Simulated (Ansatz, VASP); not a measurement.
**Cs2B4H in VASP and in Ansatz**

The input INCAR:

```
SYSTEM = Cs2B4H
ALGO = Normal ; EDIFF = 1E-7
ENCUT = 520 ; GGA = PE
ISIF = 2 ; ISMEAR = 0
LASPH = .TRUE. ; LCHARG = .FALSE.
LREAL = .FALSE. ; LWAVE = .FALSE.
NBANDS = 24 ; NELM = 80
PREC = Accurate ; SIGMA = 0.1
```

The input KPOINTS:

```
k-points
0
G
  4 4 2
  0 0 0
```

Contents of POSCAR:

```
Cs2B4H
1.0
    4.3250581200      0.0000000000      0.0000000000
    0.0000000000      4.3250581200      0.0000000000
    0.0000000000      0.0000000000      7.8960923200
Cs B H
2 4 1
Direct
    0.5000000000      0.5000000000      0.5000000000
    0.0000000000      0.0000000000      0.0000000000
    0.5000000000      0.5000000000      0.8702969400
    0.5000000000      0.5000000000      0.1297030600
    0.0000000000      0.0000000000      0.6972143900
    0.0000000000      0.0000000000      0.3027856100
    0.5000000000      0.5000000000      0.0000000000
```

Input for Ansatz:

```yaml
crystal:
  lattice:
    - [4.32505812, 0.0, 0.0]
    - [0.0, 4.32505812, 0.0]
    - [0.0, 0.0, 7.89609232]
  atoms:
    - { symbol: Cs, position: [0.5, 0.5, 0.5] }
    - { symbol: Cs, position: [0.0, 0.0, 0.0] }
    - { symbol: B, position: [0.5, 0.5, 0.87029694] }
    - { symbol: B, position: [0.5, 0.5, 0.12970306] }
    - { symbol: B, position: [0.0, 0.0, 0.69721439] }
    - { symbol: B, position: [0.0, 0.0, 0.30278561] }
    - { symbol: H, position: [0.5, 0.5, 0.0] }
basis:
  ecutwfc: 420
kpoints:
  mp_grid: { grid: [4, 4, 2] }
hamiltonian:
  xc: pbe
scf:
  occupations: { method: gaussian, width: 0.1 }
  lower_state_search: "off"
output:
  forces: true
  stress: true
  eigenvalues: true
```

Alike in both runs: task single point; functional PBE; k mesh 4 × 4 × 2; occupations gaussian, width 0.1 eV; no spin polarisation.

```csv
,VASP,Ansatz
version,VASP 6.6.1,Ansatz 0.2.0
potentials or method,"VASP PAW PBE potentials, release 64 (Cs_sv, B, H), cutoff 520 eV","scalar-relativistic, plane waves, PAW"
valence electrons in the cell,31,31
```

VASP gave:

- gap on the k mesh at the Fermi level (eV): none
- pressure (GPa): 9.1
- traceless stress, the component that is largest in VASP (GPa): 19.80
- rms of the force components (eV/Å): 1.909

Question: What did Ansatz give for the same quantities?

Answer: gap on the k mesh at the Fermi level (eV): none; pressure (GPa): 9.0; traceless stress, the component that is largest in VASP (GPa): 19.80; rms of the force components (eV/Å): 1.922.

Atom by atom the forces differ by 0.016 eV/Å (rms over components). A gap of «none» marks a metal or a gap that the smearing closes. With one functional, cell and mesh, what is left measures potentials, basis and numerics.

The k mesh is coarse, so the values compare programs but aren't converged. Spin-orbit coupling is off throughout.
